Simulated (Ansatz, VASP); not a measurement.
W: VASP beside Ansatz

```
W
1.0
     1.50356    0.86808    4.22410
    -1.50356    0.86808    4.22410
     0.00000   -1.73617    4.22410
W
2
Direct
  0.25000 0.25000 0.25000
  0.75000 0.75000 0.75000
```

Alike in both runs: functional PBE; k mesh 6 × 6 × 6; occupations gaussian, width 0.1 eV; no spin polarisation.

Ansatz relaxed the structure, and its values are those at the end. VASP's run is a single point on that final structure, the one shown.

|  | VASP | Ansatz |
| --- | --- | --- |
| version | VASP 6.6.1 | Ansatz 0.2.0 |
| potentials or method | VASP PAW PBE potentials, release 64 (W_sv), cutoff 520 eV | scalar-relativistic, plane waves, PAW |
| valence electrons in the cell | 28 | 28 |

Ansatz gave:

```
gap on the k mesh at the Fermi level (eV) : none
pressure (GPa)                            : 0.0
```

Question: Estimate VASP's values.

Answer: gap on the k mesh at the Fermi level (eV): none; pressure (GPa): 0.5.

A gap of «none» marks a metal or a gap that the smearing closes.

The k mesh is coarse, so the values compare programs but aren't converged. Spin-orbit coupling is off throughout.
